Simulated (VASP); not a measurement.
Wanted: the native input for a VASP 6.6.1 run.

```yaml
Task: electric field gradients
Functional: PBE
Potentials_or_basis: VASP PAW PBE potentials, release 64 (V_sv)
Cutoff: 520 eV
k_mesh: 19 × 19 × 19
Occupations: fermi-dirac, width 0.03 eV
Spin: collinear spin, ferromagnetic start
Starting_moments: "[1.5] μB"
Dipole_correction: no
Further_INCAR_settings: ALGO = Normal; EDIFF = 1e-08; NBANDS = 16
```

The structure of V lies in POSCAR:

```
V
1.0
   -1.5329101780      1.5329101780      1.5329101780
    1.5329101780     -1.5329101780      1.5329101780
    1.5329101780      1.5329101780     -1.5329101780
V
1
Direct
    0.0000000000      0.0000000000      0.0000000000
```

These files were run (other wordings do the same):

INCAR

```
SYSTEM = V
PREC = Accurate ; ENCUT = 520
EDIFF = 1E-8 ; ISMEAR = -1
SIGMA = 0.03 ; LREAL = .False.
LASPH = .True. ; NELM = 150
ALGO = Normal ; ISIF = 2
LWAVE = .False. ; LCHARG = .False.
ISPIN = 2 ; MAGMOM = 1.5
LORBIT = 11 ; LMAXMIX = 4
GGA = PE ; LEFG = .True.
NBANDS = 16
```

KPOINTS

```
regular mesh
0
Gamma
  19 19 19
  0 0 0
```

Potentials or basis: VASP PAW PBE potentials, release 64 (V_sv).

Run with:

```console
$ cat potpaw_PBE.64/V_sv/POTCAR > POTCAR
$ mpirun -np 1 vasp_std > vasp.out
```

Results of the run:

```json
{
 "Pressure": "-10.8 GPa",
 "Net moment": "0.00 μB per cell",
 "Largest electric field gradient by atom": "zero within the noise of the run",
 "Valence electrons inside the program's atomic spheres": "V 11.54"
}
```

Caveat: the cell stands under tension.

Run time: 88 s on 1 thread of Intel Xeon 8259CL (shared host), peak memory 0.19 GiB.
